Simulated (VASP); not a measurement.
# Mn in VASP: a series of runs

Runs on Mn. Level: r2SCAN. Tasks: single point.

All numbers are computed with VASP 6.6.1; they aren't measurements. Logs are shortened: lines on timing, memory, paths and dates and some standing lists are left out, and cuts for length are marked.

**1. The cell of the first run**

The typed cell holds 4 atoms: a = 5.398 Å, b = 5.398 Å, c = 2.826 Å, α = 90.00°, β = 90.00°, γ = 128.94°.

**2. Single point, r2SCAN, collinear spin, ferromagnetic start**

Contents of POSCAR:

```
Mn
1.0
    2.3263084095     -4.8709513928      0.0000000000
    2.3263084095      4.8709513928      0.0000000000
    0.0000000000      0.0000000000      2.8264677556
Mn
4
Direct
    0.1359298287      0.8640701713      0.0000829112
    0.6359298287      0.3640701713      0.4999170888
    0.8640701713      0.1359298287      0.9999170888
    0.3640701713      0.6359298287      0.5000829112
```

Contents of INCAR.step1:

```
SYSTEM = Mn
ALGO = Normal
EDIFF = 1E-4
ENCUT = 520
GGA = PE
ISMEAR = 0
ISPIN = 2
LASPH = .True.
LCHARG = .False.
LMAXMIX = 4
LREAL = .False.
LWAVE = .True.
MAGMOM = 1.11 1.11 1.11 1.11
NBANDS = 38
NELM = 150
PREC = Accurate
SIGMA = 0.1
```

Contents of INCAR.step2:

```
SYSTEM = Mn
ALGO = Normal
EDIFF = 1E-6
ENCUT = 520
ISIF = 2
ISMEAR = 0
ISPIN = 2
ISTART = 1
LASPH = .True.
LCHARG = .False.
LMAXMIX = 4
LMIXTAU = .True.
LORBIT = 11
LREAL = .False.
LWAVE = .False.
MAGMOM = 1.11 1.11 1.11 1.11
METAGGA = R2SCAN
NBANDS = 38
NELM = 150
PREC = Accurate
SIGMA = 0.1
```

Contents of KPOINTS:

```
k-points
0
Gamma
  6 6 4
  0 0 0
```

Potentials or basis: VASP PAW PBE potentials, release 64 (Mn_pv).

Command:

```
cat potpaw_PBE.64/Mn_pv/POTCAR > POTCAR
cp INCAR.step1 INCAR
mpirun -np 1 vasp_std > vasp.out
cp INCAR.step2 INCAR
mpirun -np 1 vasp_std > vasp.out
```

OUTCAR:

```text
SYSTEM = Mn
   EDIFF = 1E-6
   ENCUT = 520
   ISIF = 2
   ISMEAR = 0
   ISPIN = 2
   ISTART = 1
   LASPH = .True.
   LORBIT = 11
   LREAL = .False.
   METAGGA = R2SCAN
   NELM = 150
   PREC = Accurate

 ion  position               nearest neighbor table
   1  0.136  0.864  0.000-   4 2.63   4 2.63   3 2.65   2 2.72   2 2.72   2 2.72   2 2.72
   2  0.636  0.364  0.500-   3 2.63   3 2.63   4 2.65   1 2.72   1 2.72   1 2.72   1 2.72
   3  0.864  0.136  1.000-   2 2.63   2 2.63   1 2.65   4 2.72   4 2.72   4 2.72   4 2.72
   4  0.364  0.636  0.500-   1 2.63   1 2.63   2 2.65   3 2.72   3 2.72   3 2.72   3 2.72

  LATTYP: Found a base centered orthorhombic cell.
 ALAT       =     4.6526168190
 B/A-ratio  =     2.0938545263
 C/A-ratio  =     0.6075006530

  Lattice vectors:

 A1 = (   2.3263084095,  -4.8709513928,   0.0000000000)
 A2 = (   2.3263084095,   4.8709513928,   0.0000000000)
 A3 = (   0.0000000000,   0.0000000000,   2.8264677556)

Analysis of symmetry for initial positions (statically):
=====================================================================
 Subroutine PRICEL returns:
 Original cell was already a primitive cell.

 Routine SETGRP: Setting up the symmetry group for a
 base centered orthorhombic supercell.

 Subroutine GETGRP returns: Found  8 space group operations
 (whereof  4 operations were pure point group operations)
 out of a pool of  8 trial point group operations.

The static configuration has the point symmetry C_2h.
 The point group associated with its full space group is D_2h.

Analysis of symmetry for dynamics (positions and initial velocities):
=====================================================================
 Subroutine PRICEL returns:
 Original cell was already a primitive cell.

 Routine SETGRP: Setting up the symmetry group for a
 base centered orthorhombic supercell.

 Subroutine GETGRP returns: Found  8 space group operations
 (whereof  4 operations were pure point group operations)
 out of a pool of  8 trial point group operations.

The dynamic configuration has the point symmetry C_2h.
 The point group associated with its full space group is D_2h.

Analysis of structural, dynamic, and magnetic symmetry:
=====================================================================
 Subroutine PRICEL returns:
 Original cell was already a primitive cell.

 Routine SETGRP: Setting up the symmetry group for a
 base centered orthorhombic supercell.

 Subroutine GETGRP returns: Found  8 space group operations
 (whereof  4 operations were pure point group operations)
 out of a pool of  8 trial point group operations.

The overall configuration has the point symmetry C_2h.
 The point group associated with its full space group is D_2h.

 Subroutine INISYM returns: Found  8 space group operations
 (whereof  4 operations are pure point group operations),
 and found     1 'primitive' translations

----------------------------------------------------------------------------------------

                                     Primitive cell

  volume of cell :      64.0553

  direct lattice vectors                    reciprocal lattice vectors
     2.326308410 -4.870951393  0.000000000     0.214932809 -0.102649351  0.000000000
     2.326308410  4.870951393  0.000000000     0.214932809  0.102649351  0.000000000
     0.000000000  0.000000000  2.826467756     0.000000000  0.000000000  0.353798482

  length of vectors
     5.397951305  5.397951305  2.826467756     0.238186905  0.238186905  0.353798482

  position of ions in fractional coordinates (direct lattice)
     0.135929829  0.864070171  0.000082911
     0.635929829  0.364070171  0.499917089
     0.864070171  0.135929829  0.999917089
     0.364070171  0.635929829  0.500082911

  ion indices of the primitive-cell ions
   primitive index   ion index
                 1           1
                 2           2
                 3           3
                 4           4

----------------------------------------------------------------------------------------

 KPOINTS: k-points

Automatic generation of k-mesh.
 Grid dimensions read from file:
 generate k-points for:    6    6    4

 Generating k-lattice:

  Cartesian coordinates                     Fractional coordinates (reciprocal lattice)
     0.035822135 -0.017108225  0.000000000     0.166666667  0.000000000  0.000000000
     0.035822135  0.017108225  0.000000000     0.000000000  0.166666667  0.000000000
     0.000000000  0.000000000  0.088449620     0.000000000  0.000000000  0.250000000

  Length of vectors
     0.039697817  0.039697817  0.088449620

  Shift w.r.t. Gamma in fractional coordinates (k-lattice)
     0.000000000  0.000000000  0.000000000

 Subroutine IBZKPT returns following result:
 ===========================================

 Found     39 irreducible k-points:

 Following reciprocal coordinates:
            Coordinates               Weight
  0.000000  0.000000  0.000000      1.000000
  0.166667  0.000000  0.000000      4.000000
  0.333333  0.000000  0.000000      4.000000
  0.500000  0.000000  0.000000      2.000000
  0.166667  0.166667  0.000000      2.000000
  0.333333  0.166667  0.000000      4.000000
[... 16 lines left out ...]
  0.333333  0.333333  0.250000      4.000000
  0.500000  0.333333  0.250000      8.000000
 [... further k-points ...]
   k-points           NKPTS =     39   k-points in BZ     NKDIM =     39   number of bands    NBANDS=     38
   number of dos      NEDOS =    301   number of ions     NIONS =      4
   total plane-waves  NPLWV =  38400
   dimension x,y,z NGX =    40 NGY =   40 NGZ =   24
   dimension x,y,z NGXF=    80 NGYF=   80 NGZF=   48
   ions per type =               4
   NGX,Y,Z   is equivalent  to a cutoff of  12.32, 12.32, 14.12 a.u.
   NGXF,Y,Z  is equivalent  to a cutoff of  24.64, 24.64, 28.23 a.u.
 SYSTEM =  Mn
   PREC   = accura    normal or accurate (medium, high low for compatibility)
   ISTART =      1    job   : 0-new  1-cont  2-samecut
   ICHARG =      0    charge: 1-file 2-atom 10-const
   ISPIN  =      2    spin polarized calculation?
   LNONCOLLINEAR =      F non collinear calculations
   LSORBIT =      F    spin-orbit coupling
   LASPH  =      T    aspherical Exc in radial PAW
   ENCUT  =  520.0 eV  38.22 Ry    6.18 a.u.  10.04 10.04  5.26*2*pi/ulx,y,z
   NELM   =    150;   NELMIN=  2; NELMDL=  0     # of ELM steps
   EDIFF  = 0.1E-05   stopping-criterion for ELM
   LREAL  =      F    real-space projection
   EDIFFG = 0.1E-04   stopping-criterion for IOM
   NSW    =      0    number of steps for IOM
   IBRION =     -1    ionic relax: 0-MD 1-quasi-New 2-CG
   NFREE  =      0    steps in history (QN), initial steepest desc. (CG)
   ISIF   =      2    stress and relaxation
   ISYM   =      2    0-nonsym 1-usesym 2-fastsym
   POTIM  = 0.5000    time-step for ionic-motion
   TEBEG  =    0.0;   TEEND  =   0.0 temperature during run
   PSTRESS=    0.0 pullay stress
   NELECT =      52.0000    total number of electrons
   NUPDOWN=      -1.0000    fix difference up-down
   EMIN   =  10.00;   EMAX   =-10.00  energy-range for DOS
   EFERMI =   0.00;   METHOD = LEGACY
   ISMEAR =     0;   SIGMA  =   0.10  broadening in eV -4-tet -1-fermi 0-gaus
   EFERMI_NEDOS =   21; number of points for ismear=-14 and -15
   IALGO  =     38    algorithm
   IMIX   =      4    mixing-type and parameters
     AMIX     =   0.40;   BMIX     =  1.00
     AMIX_MAG =   1.60;   BMIX_MAG =  1.00
  volume/ion in A,a.u.               =      16.01       108.07
  Fermi-wavevector in a.u.,A,eV,Ry     =   1.527182  2.885956 31.732678  2.332286
  Thomas-Fermi vector in A             =   2.635114
   LORBIT       =     11    0 simple, 1 ext, 2 COOP (PROOUT), +10 PAW based schemes
   METAGGA = R2SCAN    functional components
   LHFCALC =     F    Hartree Fock is set to
   AEXX    =    0.0000 exact exchange contribution
   IVDW    =     0    specifies the selected vdW correction
   LEPSILON=     F    determine dielectric tensor
   LRPA    =     F    only Hartree local field effects (RPA)
 spin polarized calculation
 Gauss-broadening in eV      SIGMA  =   0.10
  energy-cutoff  :      520.00
  volume of cell :       64.06
 maximum number of plane-waves:      1744
   NGX = 21   NGY = 21   NGZ = 11

 number of electron      52.0000042 magnetization      15.2241211

 Free energy of the ion-electron system (eV)
  ---------------------------------------------------
  ext. energy  EPLUGINS =         0.00000000
  ---------------------------------------------------
  free energy    TOTEN  =       -57.67466963 eV

  energy without entropy =      -57.66580409  energy(sigma->0) =      -57.67023686

 E-fermi :   6.5848     XC(G=0): -12.6200

 val. band max:        6.4930211134   @ k =   0.1667   0.0000   0.2500
 cond. band min:       6.6000512117   @ k =   0.5000   0.0000   0.0000
 fundamental gap:      0.1070300983
 Fermi energy:         6.5847775333

 spin component 1

 k-point     1 :       0.0000    0.0000    0.0000
  band No.  band energies     occupation
      1     -45.5059      1.00000
      2     -45.4860      1.00000
      3     -45.4421      1.00000
      4     -45.3033      1.00000
      5     -45.2935      1.00000
      6     -45.2756      1.00000
[... 973 lines left out ...]
     37      12.5909      0.00000
     38      13.0030      0.00000

 [... further k-points ...]

 spin component 2

 k-point     1 :       0.0000    0.0000    0.0000
  band No.  band energies     occupation
      1     -40.1800      1.00000
      2     -40.1363      1.00000
      3     -40.1059      1.00000
      4     -40.0165      1.00000
      5     -40.0100      1.00000
      6     -39.9651      1.00000
[... 973 lines left out ...]
     37      15.0604      0.00000
     38      15.2615      0.00000

 [... further k-points ...]

------------------------ aborting loop because EDIFF is reached ----------------------------------------

  FORCE on cell =-STRESS in cart. coord.  units (eV):
  Direction    XX          YY          ZZ          XY          YZ          ZX
  --------------------------------------------------------------------------------------
  -------------------------------------------------------------------------------------
  Total        0.0669673      0.1358433      0.0625827      0.0000000      0.0000000      0.0000000
  in kB        1.6750140      3.3977680      1.5653434      0.0000000      0.0000000      0.0000000
  external PRESSURE =       2.2127085 kB  Pullay stress =       0.0000000 kB

 VOLUME and BASIS-vectors are now :
 -----------------------------------------------------------------------------
  energy-cutoff  :      520.00
  volume of cell :       64.06
      direct lattice vectors                 reciprocal lattice vectors
     2.326308410 -4.870951393  0.000000000     0.214932809 -0.102649351  0.000000000
     2.326308410  4.870951393  0.000000000     0.214932809  0.102649351  0.000000000
     0.000000000  0.000000000  2.826467756     0.000000000  0.000000000  0.353798482

 POSITION                                       TOTAL-FORCE (eV/Angst)
 -----------------------------------------------------------------------------------
      2.32631      3.54674      0.00023         0.000000      0.017931     -0.000912
      2.32631     -1.32422      1.41300         0.000000      0.017931      0.000912
      2.32631     -3.54674      2.82623         0.000000     -0.017931      0.000912
      2.32631      1.32422      1.41347         0.000000     -0.017931     -0.000912
 -----------------------------------------------------------------------------------
    total drift:                               -0.000000     -0.000000      0.000000

  FREE ENERGIE OF THE ION-ELECTRON SYSTEM (eV)
  ---------------------------------------------------
  free  energy   TOTEN  =       -57.6746696267 eV

  energy  without entropy=      -57.6658040903  energy(sigma->0) =      -57.67023686

 total charge

# of ion       s       p       d       tot
------------------------------------------
    1        0.352   6.220   4.960  11.532
    2        0.352   6.220   4.960  11.532
    3        0.352   6.220   4.960  11.532
    4        0.352   6.220   4.960  11.532
--------------------------------------------------
tot          1.408  24.881  19.839  46.128

 magnetization (x)

# of ion       s       p       d       tot
------------------------------------------
    1       -0.002  -0.010   3.783   3.771
    2       -0.002  -0.010   3.783   3.771
    3       -0.002  -0.010   3.783   3.771
    4       -0.002  -0.010   3.783   3.771
--------------------------------------------------
tot         -0.008  -0.041  15.134  15.085
```

It took 5.2 min on 1 thread of Intel Xeon 6975P-C (Granite Rapids), shared host; peak memory 0.3 GiB.

What came out:

```
Free energy                                           : -57.6747 eV
Pressure                                              : 0.2 GPa
Largest force                                         : 0.018 eV/Å
Net moment                                            : 15.22 μB per cell
Site moments                                          : Mn +3.77 μB
Valence electrons inside the program's atomic spheres : Mn 11.53
```

Forces on the atoms (eV/Å):
```
Mn   0.000  0.018 -0.001
Mn   0.000  0.018  0.001
Mn   0.000 -0.018  0.001
Mn   0.000 -0.018 -0.001
```

Levels at points of the mesh, in eV from the Fermi level:
Spin up:
| k point | band 30 | band 31 | band 32 | band 33 | band 34 | band 35 | band 36 | band 37 | band 38 |
| --- | --- | --- | --- | --- | --- | --- | --- | --- | --- |
| (0.00, 0.00, 0.00) | -1.45 | -1.32 | -1.21 | -1.06 | -0.96 | 1.72 | 2.76 | 3.00 | 4.18 |
| (0.50, 0.00, 0.00) | -2.00 | -1.72 | -1.72 | -1.42 | -1.42 | 0.02 | 0.02 | 6.61 | 6.61 |
| (0.50, 0.50, 0.00) | -1.68 | -1.18 | -1.12 | -1.09 | -0.93 | -0.71 | 3.89 | 5.24 | 5.67 |
| (0.00, 0.00, 0.50) | -2.18 | -0.98 | -0.98 | 0.20 | 0.20 | 5.46 | 5.46 | 5.51 | 5.51 |
| (0.50, 0.00, 0.50) | -1.14 | -1.10 | -1.10 | 0.49 | 0.49 | 2.00 | 2.00 | 3.56 | 3.56 |
| (0.50, 0.50, 0.50) | -1.72 | -1.04 | -1.04 | 1.18 | 1.18 | 1.24 | 1.24 | 6.85 | 6.85 |
Spin down:
```csv
k point,band 16,band 17,band 18,band 19,band 20,band 21
"(0.00, 0.00, 0.00)",-1.59,-1.33,-1.30,-0.90,0.95,1.59
"(0.50, 0.00, 0.00)",-2.73,-0.48,-0.48,0.76,0.76,1.49
"(0.50, 0.50, 0.00)",-1.91,-1.00,-0.53,-0.38,1.41,1.46
"(0.00, 0.00, 0.50)",-0.79,-0.32,-0.32,0.27,0.27,0.43
"(0.50, 0.00, 0.50)",-1.55,-1.06,-1.06,0.17,0.17,0.51
"(0.50, 0.50, 0.50)",-1.68,-0.54,-0.54,0.10,0.10,1.10
```

Caveat: the k points lie up to 0.56 Å⁻¹ apart; the PAW data sets were made with another functional, which shifts forces and pressure a little.

(Part 1 of 2 ends here.)
